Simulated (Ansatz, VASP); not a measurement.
**One calculation of In2B, two programs**

```
In B
1.0
    -1.58011    1.58011    5.94454
     1.58011   -1.58011    5.94454
     1.58011    1.58011   -5.94454
In B
2 1
Direct
  0.63419 0.63419 0.00000
  0.36581 0.36581 0.00000
  0.00000 0.00000 0.00000
```

Alike in both runs: functional PBE; k mesh 8 × 8 × 8; occupations gaussian, width 0.1 eV; no spin polarisation.

Ansatz relaxed the structure, and its values are those at the end. VASP's run is a single point on that final structure, the one shown.

|  | VASP | Ansatz |
| --- | --- | --- |
| version | VASP 6.6.1 | Ansatz 0.2.0 |
| potentials or method | VASP PAW PBE potentials, release 64 (In_d, B), cutoff 520 eV | scalar-relativistic, plane waves, PAW |
| valence electrons in the cell | 29 | 29 |

|  | VASP | Ansatz | Ansatz less VASP |
| --- | --- | --- | --- |
| gap on the k mesh at the Fermi level (eV) | none | none | - |
| pressure (GPa) | 0.0 | 0.0 | +0.02 |
| rms of the force components (eV/Å) | 0.003 | 0.003 | -0.0006 |

A gap of «none» marks a metal or a gap that the smearing closes. With one functional, cell and mesh, what is left measures potentials, basis and numerics.
